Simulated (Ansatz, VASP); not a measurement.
BiTe: VASP beside Ansatz

```
Bi Te
1.0
     0.00000    3.28353    3.33205
     3.28353    0.00000    3.33205
     3.28353    3.28353    0.00000
Bi Te
1 1
Direct
  0.00000 0.00000 0.00000
  0.50000 0.50000 0.50000
```

Change from the starting cell: strain +0.015 along x and y, +0.030 along z, atoms carried along.

Alike in both runs: task single point; functional PBEsol; k mesh 14 × 14 × 14; occupations gaussian, width 0.15 eV; no spin polarisation.

|  | VASP | Ansatz |
| --- | --- | --- |
| version | VASP 6.6.1 | Ansatz 0.2.0 |
| potentials or method | VASP PAW PBE potentials, release 64 (Bi_d, Te), cutoff 520 eV | scalar-relativistic, plane waves, PAW |
| valence electrons in the cell | 21 | 31 |

```tsv
	VASP	Ansatz	Ansatz less VASP
gap on the k mesh at the Fermi level (eV)	none	none	-
pressure (GPa)	-4.1	-4.0	+0.03
traceless stress, the component that is largest in VASP (GPa)	-0.56	-0.56	0.000
```

VASP's potentials were made for PBE, not for PBEsol. A gap of «none» marks a metal or a gap that the smearing closes. VASP's potentials hold 21 valence electrons a cell and Ansatz's 31, so a difference there can come from the potentials and not from the codes.

Neither program's run includes spin-orbit coupling.
